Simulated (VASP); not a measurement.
A run of VASP 6.6.1 is set up as follows.

File POSCAR:

```
BP
1.0
    0.0000000000      2.2683156689      2.2683156689
    2.2683156689      0.0000000000      2.2683156689
    2.2683156689      2.2683156689      0.0000000000
B P
1 1
Direct
    0.0000000000      0.0000000000      0.0000000000
    0.2500000000      0.2500000000      0.2500000000
```

INCAR.step1

```
PREC = Accurate ; ENCUT = 520
ISMEAR = 0 ; SIGMA = 0.01
LREAL = F ; LASPH = T
NELM = 80 ; NBANDS = 11
GGA = PE ; ALGO = Normal
EDIFF = 1E-4 ; LWAVE = T
LCHARG = F
```

File INCAR.step2:

```
PREC = Accurate ; ENCUT = 520
EDIFF = 1E-6 ; ISMEAR = 0
SIGMA = 0.01 ; LREAL = F
LASPH = T ; NELM = 80
ALGO = Normal ; ISIF = 2
LWAVE = F ; LCHARG = F
METAGGA = R2SCAN ; LMIXTAU = T
NBANDS = 11 ; ISTART = 1
```

Contents of KPOINTS:

```
regular mesh
0
Gamma
  6 6 6
```

Potentials or basis: VASP PAW PBE potentials, release 64 (B, P).

Command:

```console
$ cat potpaw_PBE.64/B/POTCAR potpaw_PBE.64/P/POTCAR > POTCAR
$ cp INCAR.step1 INCAR
$ mpirun -np 1 vasp_std > vasp.out
$ cp INCAR.step2 INCAR
$ mpirun -np 1 vasp_std > vasp.out
```

(1) Predict the band gap on the k mesh.

(2) Estimate the pressure.

Answers

(1) 1.54 eV, indirect (least direct gap 3.64 eV).

(2) -0.4 GPa.

Caveat: the PAW data sets were made with another functional, which shifts forces and pressure a little.
